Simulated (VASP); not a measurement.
# Au (Fm-3m) in VASP: further runs

Runs on Au. Level: r2SCAN. Tasks: single point.

Program: VASP 6.6.1. These are calculated values, not measurements. Logs are shortened: lines on timing, memory, paths and dates and some standing lists are left out, and cuts for length are marked.

### Step 1. The cell of the first run

Symmetry: Fm-3m, No. 225, cubic system. Conventional cell: a = 4.123 Å, b = 4.123 Å, c = 4.123 Å, α = 90.00°, β = 90.00°, γ = 90.00°. Within 3.8 Å of Au (site symmetry m-3m) lie 12 Au at 2.92 Å.

### Step 2. Single point, r2SCAN

Input file POSCAR:

```
Au
1.0
    0.0000000000      2.0615246536      2.0615246536
    2.0615246536      0.0000000000      2.0615246536
    2.0615246536      2.0615246536      0.0000000000
Au
1
Direct
    0.0000000000      0.0000000000      0.0000000000
```

Input file INCAR.step1:

```
SYSTEM = Au
  ALGO = Normal
  EDIFF = 1E-4
  ENCUT = 520
  GGA = PE
  ISMEAR = -1
  LASPH = .True.
  LCHARG = .False.
  LREAL = .False.
  LWAVE = .True.
  NBANDS = 12
  NELM = 80
  PREC = Accurate
  SIGMA = 0.1
```

Input file INCAR.step2:

```
SYSTEM = Au
  ALGO = Normal
  EDIFF = 1E-6
  ENCUT = 520
  ISIF = 2
  ISMEAR = -1
  ISTART = 1
  LASPH = .True.
  LCHARG = .False.
  LMIXTAU = .True.
  LREAL = .False.
  LWAVE = .False.
  METAGGA = R2SCAN
  NBANDS = 12
  NELM = 80
  PREC = Accurate
  SIGMA = 0.1
```

Input file KPOINTS:

```
k-points
0
Gamma
  19 19 19
  0 0 0
```

Potentials or basis: VASP PAW PBE potentials, release 64 (Au).

Run with:

```sh
cat potpaw_PBE.64/Au/POTCAR > POTCAR
cp INCAR.step1 INCAR
mpirun -np 1 vasp_std > vasp.out
cp INCAR.step2 INCAR
mpirun -np 1 vasp_std > vasp.out
```

OUTCAR:

```text
SYSTEM = Au
   EDIFF = 1E-6
   ENCUT = 520
   ISIF = 2
   ISMEAR = -1
   ISTART = 1
   LASPH = .True.
   LREAL = .False.
   METAGGA = R2SCAN
   NELM = 80
   PREC = Accurate

 ion  position               nearest neighbor table
   1  0.000  0.000  0.000-

  LATTYP: Found a face centered cubic cell.
 ALAT       =     4.1230493072

  Lattice vectors:

 A1 = (   0.0000000000,   2.0615246536,   2.0615246536)
 A2 = (   2.0615246536,   0.0000000000,   2.0615246536)
 A3 = (   2.0615246536,   2.0615246536,   0.0000000000)

Analysis of symmetry for initial positions (statically):
=====================================================================
 Subroutine PRICEL returns:
 Original cell was already a primitive cell.

 Routine SETGRP: Setting up the symmetry group for a
 face centered cubic supercell.

 Subroutine GETGRP returns: Found 48 space group operations
 (whereof 48 operations were pure point group operations)
 out of a pool of 48 trial point group operations.

The static configuration has the point symmetry O_h .

Analysis of symmetry for dynamics (positions and initial velocities):
=====================================================================
 Subroutine PRICEL returns:
 Original cell was already a primitive cell.

 Routine SETGRP: Setting up the symmetry group for a
 face centered cubic supercell.

 Subroutine GETGRP returns: Found 48 space group operations
 (whereof 48 operations were pure point group operations)
 out of a pool of 48 trial point group operations.

The dynamic configuration has the point symmetry O_h .

 Subroutine INISYM returns: Found 48 space group operations
 (whereof 48 operations are pure point group operations),
 and found     1 'primitive' translations

----------------------------------------------------------------------------------------

                                     Primitive cell

  volume of cell :      17.5225

  direct lattice vectors                    reciprocal lattice vectors
     0.000000000  2.061524654  2.061524654    -0.242538938  0.242538938  0.242538938
     2.061524654  0.000000000  2.061524654     0.242538938 -0.242538938  0.242538938
     2.061524654  2.061524654  0.000000000     0.242538938  0.242538938 -0.242538938

  length of vectors
     2.915436124  2.915436124  2.915436124     0.420089763  0.420089763  0.420089763

  position of ions in fractional coordinates (direct lattice)
     0.000000000  0.000000000  0.000000000

  ion indices of the primitive-cell ions
   primitive index   ion index
                 1           1

----------------------------------------------------------------------------------------

 KPOINTS: k-points

Automatic generation of k-mesh.
 Grid dimensions read from file:
 generate k-points for:   19   19   19

 Generating k-lattice:

  Cartesian coordinates                     Fractional coordinates (reciprocal lattice)
    -0.012765207  0.012765207  0.012765207     0.052631579  0.000000000  0.000000000
     0.012765207 -0.012765207  0.012765207     0.000000000  0.052631579  0.000000000
     0.012765207  0.012765207 -0.012765207     0.000000000  0.000000000  0.052631579

  Length of vectors
     0.022109988  0.022109988  0.022109988

  Shift w.r.t. Gamma in fractional coordinates (k-lattice)
     0.000000000  0.000000000  0.000000000

 Subroutine IBZKPT returns following result:
 ===========================================

 Found    220 irreducible k-points:

 Following reciprocal coordinates:
            Coordinates               Weight
  0.000000  0.000000  0.000000      1.000000
  0.052632  0.000000  0.000000      8.000000
  0.105263  0.000000  0.000000      8.000000
  0.157895  0.000000  0.000000      8.000000
  0.210526  0.000000  0.000000      8.000000
  0.263158  0.000000  0.000000      8.000000
[... 16 lines left out ...]
 -0.315789  0.052632  0.000000     24.000000
 -0.263158  0.052632  0.000000     24.000000
 [... further k-points ...]
   k-points           NKPTS =    220   k-points in BZ     NKDIM =    220   number of bands    NBANDS=     12
   number of dos      NEDOS =    301   number of ions     NIONS =      1
   total plane-waves  NPLWV =  13824
   dimension x,y,z NGX =    24 NGY =   24 NGZ =   24
   dimension x,y,z NGXF=    48 NGYF=   48 NGZF=   48
   ions per type =               1
   NGX,Y,Z   is equivalent  to a cutoff of  13.69, 13.69, 13.69 a.u.
   NGXF,Y,Z  is equivalent  to a cutoff of  27.37, 27.37, 27.37 a.u.
 SYSTEM =  Au
   PREC   = accura    normal or accurate (medium, high low for compatibility)
   ISTART =      1    job   : 0-new  1-cont  2-samecut
   ICHARG =      0    charge: 1-file 2-atom 10-const
   ISPIN  =      1    spin polarized calculation?
   LNONCOLLINEAR =      F non collinear calculations
   LSORBIT =      F    spin-orbit coupling
   LASPH  =      T    aspherical Exc in radial PAW
   ENCUT  =  520.0 eV  38.22 Ry    6.18 a.u.   5.42  5.42  5.42*2*pi/ulx,y,z
   NELM   =     80;   NELMIN=  2; NELMDL=  0     # of ELM steps
   EDIFF  = 0.1E-05   stopping-criterion for ELM
   LREAL  =      F    real-space projection
   EDIFFG = 0.1E-04   stopping-criterion for IOM
   NSW    =      0    number of steps for IOM
   IBRION =     -1    ionic relax: 0-MD 1-quasi-New 2-CG
   NFREE  =      0    steps in history (QN), initial steepest desc. (CG)
   ISIF   =      2    stress and relaxation
   ISYM   =      2    0-nonsym 1-usesym 2-fastsym
   POTIM  = 0.5000    time-step for ionic-motion
   TEBEG  =    0.0;   TEEND  =   0.0 temperature during run
   PSTRESS=    0.0 pullay stress
   NELECT =      11.0000    total number of electrons
   NUPDOWN=      -1.0000    fix difference up-down
   EMIN   =  10.00;   EMAX   =-10.00  energy-range for DOS
   EFERMI =   0.00;   METHOD = LEGACY
   ISMEAR =    -1;   SIGMA  =   0.10  broadening in eV -4-tet -1-fermi 0-gaus
   EFERMI_NEDOS =   21; number of points for ismear=-14 and -15
   IALGO  =     38    algorithm
   IMIX   =      4    mixing-type and parameters
     AMIX     =   0.40;   BMIX     =  1.00
     AMIX_MAG =   1.60;   BMIX_MAG =  1.00
  volume/ion in A,a.u.               =      17.52       118.25
  Fermi-wavevector in a.u.,A,eV,Ry     =   1.401761  2.648944 26.734535  1.964933
  Thomas-Fermi vector in A             =   2.524590
   LORBIT       =      0    0 simple, 1 ext, 2 COOP (PROOUT), +10 PAW based schemes
   METAGGA = R2SCAN    functional components
   LHFCALC =     F    Hartree Fock is set to
   AEXX    =    0.0000 exact exchange contribution
   IVDW    =     0    specifies the selected vdW correction
   LEPSILON=     F    determine dielectric tensor
   LRPA    =     F    only Hartree local field effects (RPA)
 non-spin polarized calculation
  energy-cutoff  :      520.00
  volume of cell :       17.52
 maximum number of plane-waves:       495
 NGX is ok and might be reduce to    24
   NGX = 11   NGY = 11   NGZ = 11

 number of electron      11.0000001 magnetization

 Free energy of the ion-electron system (eV)
  ---------------------------------------------------
  ext. energy  EPLUGINS =         0.00000000
  ---------------------------------------------------
  free energy    TOTEN  =       -50.59868414 eV

  energy without entropy =      -50.58869436  energy(sigma->0) =      -50.59368925

 E-fermi :   8.9379     XC(G=0): -13.4333

 val. band max:        8.9366508899   @ k =  -0.3158   0.2105   0.0000
 cond. band min:       8.9539324956   @ k =   0.4737   0.4211   0.0526
 fundamental gap:      0.0172816057
 Fermi energy:         8.9379015297

 k-point     1 :       0.0000    0.0000    0.0000
  band No.  band energies     occupation
      1      -0.9206      2.00000
      2       4.0710      2.00000
      3       4.0710      2.00000
      4       4.0710      2.00000
      5       5.5294      2.00000
      6       5.5294      2.00000
      7      24.2223      0.00000
      8      28.1466      0.00000
      9      28.1467      0.00000
     10      28.1467      0.00000
     11      33.3310      0.00000
     12      37.4874      0.00000

 k-point     2 :       0.0526    0.0000    0.0000
  band No.  band energies     occupation
      1      -0.8225      2.00000
      2       4.0406      2.00000
      3       4.1043      2.00000
      4       4.1043      2.00000
      5       5.5147      2.00000
      6       5.5147      2.00000
      7      24.3308      0.00000
      8      27.4832      0.00000
      9      28.2547      0.00000
     10      28.2547      0.00000
     11      33.8618      0.00000
     12      36.2931      0.00000

 k-point     3 :       0.1053    0.0000    0.0000
  band No.  band energies     occupation
      1      -0.5354      2.00000
      2       3.9629      2.00000
      3       4.1926      2.00000
      4       4.1926      2.00000
      5       5.4838      2.00000
      6       5.4838      2.00000
      7      24.5660      0.00000
      8      26.0731      0.00000
      9      28.5590      0.00000
     10      28.5590      0.00000
     11      33.5449      0.00000
     12      35.7215      0.00000
[... 286 lines left out ...]
 k-point    23 :      -0.3158    0.0526    0.0000
  band No.  band energies     occupation
      1       1.5043      2.00000
      2       4.1859      2.00000
      3       4.2547      2.00000
      4       4.7867      2.00000
      5       5.9699      2.00000
      6       6.5063      2.00000
      7      17.0047      0.00000
      8      24.5670      0.00000
      9      26.9217      0.00000
     10      28.9896      0.00000
     11      32.0983      0.00000
     12      33.2182      0.00000

 k-point    24 :      -0.2632    0.0526    0.0000
  band No.  band energies     occupation
      1       1.2263      2.00000
      2       4.0802      2.00000
      3       4.3440      2.00000
      4       4.3504      2.00000
      5       5.6558      2.00000
      6       6.1393      2.00000
      7      19.1766      0.00000
      8      25.0056      0.00000
      9      27.5805      0.00000
     10      30.2569      0.00000
     11      31.0347      0.00000
     12      32.4900      0.00000

 [... further k-points ...]

------------------------ aborting loop because EDIFF is reached ----------------------------------------

  FORCE on cell =-STRESS in cart. coord.  units (eV):
  Direction    XX          YY          ZZ          XY          YZ          ZX
  --------------------------------------------------------------------------------------
  -------------------------------------------------------------------------------------
  Total        0.0439456      0.0439456      0.0439456      0.0000000      0.0000000     -0.0000000
  in kB        4.0181847      4.0181847      4.0181847      0.0000000      0.0000000     -0.0000000
  external PRESSURE =       4.0181847 kB  Pullay stress =       0.0000000 kB

 VOLUME and BASIS-vectors are now :
 -----------------------------------------------------------------------------
  energy-cutoff  :      520.00
  volume of cell :       17.52
      direct lattice vectors                 reciprocal lattice vectors
     0.000000000  2.061524654  2.061524654    -0.242538938  0.242538938  0.242538938
     2.061524654  0.000000000  2.061524654     0.242538938 -0.242538938  0.242538938
     2.061524654  2.061524654  0.000000000     0.242538938  0.242538938 -0.242538938

 POSITION                                       TOTAL-FORCE (eV/Angst)
 -----------------------------------------------------------------------------------
      0.00000      0.00000      0.00000         0.000000      0.000000      0.000000
 -----------------------------------------------------------------------------------
    total drift:                               -0.000000      0.000000     -0.000000

  FREE ENERGIE OF THE ION-ELECTRON SYSTEM (eV)
  ---------------------------------------------------
  free  energy   TOTEN  =       -50.5986841374 eV

  energy  without entropy=      -50.5886943570  energy(sigma->0) =      -50.59368925
```

It took 5.1 min on 1 thread of AMD EPYC 7R13, shared host; peak memory 0.15 GiB.

Results:

- Free energy: -50.5987 eV
- Pressure: 0.4 GPa

Caveat: the PAW data sets were made with another functional, which shifts forces and pressure a little; spin-orbit coupling is left out, which moves the levels of the heavy elements.

### Step 3. Single point, r2SCAN

POSCAR is that of step 2.

Input file INCAR.step1:

```
SYSTEM = Au
PREC     = Accurate       ! precision mode
ENCUT    = 520            ! plane-wave cutoff, eV
ISMEAR   = -1             ! smearing method
SIGMA    = 0.1            ! smearing width, eV
LREAL    = .False.        ! projectors in reciprocal space
LASPH    = .True.         ! aspherical terms in the spheres
NELM     = 80             ! most SCF steps
NBANDS   = 12             ! bands
GGA      = PE             ! functional
ALGO     = Normal         ! electronic algorithm
EDIFF    = 1E-4           ! SCF threshold, eV
LWAVE    = .True.         ! write WAVECAR
LCHARG   = .False.        ! write CHGCAR
```

Input file INCAR.step2:

```
SYSTEM = Au
PREC     = Accurate       ! precision mode
ENCUT    = 520            ! plane-wave cutoff, eV
EDIFF    = 1E-7           ! SCF threshold, eV
ISMEAR   = -1             ! smearing method
SIGMA    = 0.1            ! smearing width, eV
LREAL    = .False.        ! projectors in reciprocal space
LASPH    = .True.         ! aspherical terms in the spheres
NELM     = 80             ! most SCF steps
ALGO     = Normal         ! electronic algorithm
ISIF     = 2              ! what is computed and relaxed
LWAVE    = .False.        ! write WAVECAR
LCHARG   = .False.        ! write CHGCAR
METAGGA  = R2SCAN         ! meta-GGA
LMIXTAU  = .True.       
NBANDS   = 12             ! bands
ISTART   = 1
```

Input file KPOINTS:

```
Automatic mesh
0
Gamma
  22 22 22
  0 0 0
```

Potentials or basis: VASP PAW PBE potentials, release 64 (Au).

Run with:

```sh
cat potpaw_PBE.64/Au/POTCAR > POTCAR
cp INCAR.step1 INCAR
mpirun -np 1 vasp_std > vasp.out
cp INCAR.step2 INCAR
mpirun -np 1 vasp_std > vasp.out
```

It took 7.2 min on 1 thread of AMD EPYC 7R13, shared host; peak memory 0.17 GiB.

Results (log left out):

```yaml
Free_energy: -50.6002 eV
Pressure: 0.5 GPa
```

Levels at points of the mesh, in eV from the Fermi level:
```tsv
k point	band 4	band 5	band 6	band 7	band 8	band 9
(0.00, 0.00, 0.00)	-4.81	-3.35	-3.35	15.34	19.26	19.26
(0.50, 0.00, 0.00)	-2.16	-2.16	-0.68	3.01	14.82	17.69
(0.50, 0.50, 0.00)	-1.84	-1.84	1.25	5.76	10.42	10.42
```

Caveat: the PAW data sets were made with another functional, which shifts forces and pressure a little; spin-orbit coupling is left out, which moves the levels of the heavy elements.

(Part 1 of 2 ends here.)
